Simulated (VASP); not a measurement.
Set up this calculation in VASP 6.6.1, as the native input.

```yaml
Task: single point
Functional: r2SCAN
Potentials_or_basis: VASP PAW PBE potentials, release 64 (Ba_sv, Re)
Cutoff: 520 eV
k_mesh: 5 × 5 × 5
Occupations: tetrahedron
Spin: no spin polarisation
Dipole_correction: no
Further_INCAR_settings: ALGO = Normal; EDIFF = 1e-06; NBANDS = 19
```

BaRe2:

```
Ba Re
1.0
     4.14761    0.00000    0.00000
    -2.07381    3.59194    0.00000
     0.00000    0.00000    5.60028
Ba Re
1 2
Direct
  0.00000 0.00000 0.00000
  0.33333 0.66667 0.50000
  0.66667 0.33333 0.50000
```

The input as run:

POSCAR

```
BaRe2
1.0
    4.1476139846     -0.0000000026      0.0000000000
   -2.0738069901      3.5919390771      0.0000000000
    0.0000000000      0.0000000000      5.6002833779
Ba Re
1 2
Direct
    0.0000000000      0.0000000000      0.0000000000
    0.3333333333      0.6666666667      0.5000000000
    0.6666666667      0.3333333333      0.5000000000
```

INCAR.step1

```
PREC = Accurate
ENCUT = 520
ISMEAR = -5
SIGMA = 0.1
LREAL = False
LASPH = True
NELM = 100
NBANDS = 19
GGA = PE
ALGO = Normal
EDIFF = 1E-4
LWAVE = True
LCHARG = False
```

INCAR.step2

```
PREC = Accurate
ENCUT = 520
EDIFF = 1E-6
ISMEAR = -5
SIGMA = 0.1
LREAL = False
LASPH = True
NELM = 100
ALGO = Normal
ISIF = 2
LWAVE = False
LCHARG = False
METAGGA = R2SCAN
LMIXTAU = True
NBANDS = 19
ISTART = 1
```

KPOINTS

```
regular mesh
0
Gamma
  5 5 5
```

Potentials or basis: VASP PAW PBE potentials, release 64 (Ba_sv, Re).

Run with:

```bash
$ cat potpaw_PBE.64/Ba_sv/POTCAR potpaw_PBE.64/Re/POTCAR > POTCAR
$ cp INCAR.step1 INCAR
$ mpirun -np 1 vasp_std > vasp.out
$ cp INCAR.step2 INCAR
$ mpirun -np 1 vasp_std > vasp.out
```

It gave:

The pressure is -0.5 GPa. The band gap on the k mesh is zero (band 12 reaches 3.71 eV, above the bottom of band 13 at 2.39 eV).

Caveat: the PAW data sets were made with another functional, which shifts forces and pressure a little; spin-orbit coupling is left out, which moves the levels of the heavy elements; tetrahedron occupations give inexact forces and stress in metals.

It took 73 s on 1 thread of Intel(R) Xeon(R) Platinum 8488C (Sapphire Rapids), on a shared host, peak memory 0.21 GiB.
